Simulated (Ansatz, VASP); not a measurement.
Sc: VASP beside Ansatz

```
Sc
1.0
     3.32714    0.00000    0.00000
    -1.66357    2.88139    0.00000
     0.00000    0.00000   10.62894
Sc
4
Cartesian
  0.0000 0.0000 10.6289
  0.0000 0.0000 5.3145
  0.0000 1.9209 2.6572
  1.6636 0.9605 7.9717
```

Alike in both runs: task single point; functional revPBE; k mesh 12 × 12 × 4; occupations fermi-dirac, width 0.1 eV; no spin polarisation.

```csv
,VASP,Ansatz
version,VASP 6.6.1,Ansatz 0.2.0
potentials or method,"VASP PAW PBE potentials, release 64 (Sc_sv), cutoff 520 eV","plane waves (420 eV) with PAW, scalar-relativistic"
valence electrons in the cell,44,44
```

```csv
,VASP,Ansatz,Ansatz less VASP
pressure (GPa),0.0,0.0,-0.02
```

VASP's potentials were made for PBE, not for revPBE.
